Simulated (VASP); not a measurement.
Te: single point with PBEsol

Te:

```xyz
1
Lattice="2.3734 1.3703 1.7151 -2.3734 1.3703 1.7151 0.0000 -2.7406 1.7151" Properties=species:S:1:pos:R:3 pbc="T T T"
Te    0.0000    0.0000    2.5727
```

This cell differs from its parent crystal: strained.

- Program: VASP 6.6.1
- Task: single point
- Functional: PBEsol
- Potentials or basis: VASP PAW PBE potentials, release 64 (Te)
- Cutoff: 520 eV
- k mesh: 15 × 15 × 15
- Occupations: gaussian, width 0.1 eV
- Spin: no spin polarisation
- Dipole correction: no
- Further INCAR settings: ALGO = Normal; EDIFF = 1e-06; NBANDS = 9

| Property | Result |
| --- | --- |
| Pressure | -3.9 GPa |
| Band gap on the k mesh | zero (bands 3 and 4 overlap by 4.44 eV) |

Stress tensor (GPa, compression positive):
```
-4.32  0.00  0.00
 0.00 -4.32  0.00
 0.00  0.00 -3.12
```

Levels at points of the mesh, in eV from the Fermi level:
```csv
k point,band 1,band 2,band 3,band 4,band 5,band 6
"(0.00, 0.00, 0.00)",-13.36,0.93,1.44,1.44,6.24,6.24
```

It took 31 s on 1 thread of Intel Xeon 8259CL (shared host), peak memory 0.21 GiB.

Caveat: the cell differs from its parent crystal (strained); the cell stands under tension; the PAW data sets were made with another functional, which shifts forces and pressure a little; spin-orbit coupling is left out, which moves the levels of the heavy elements.
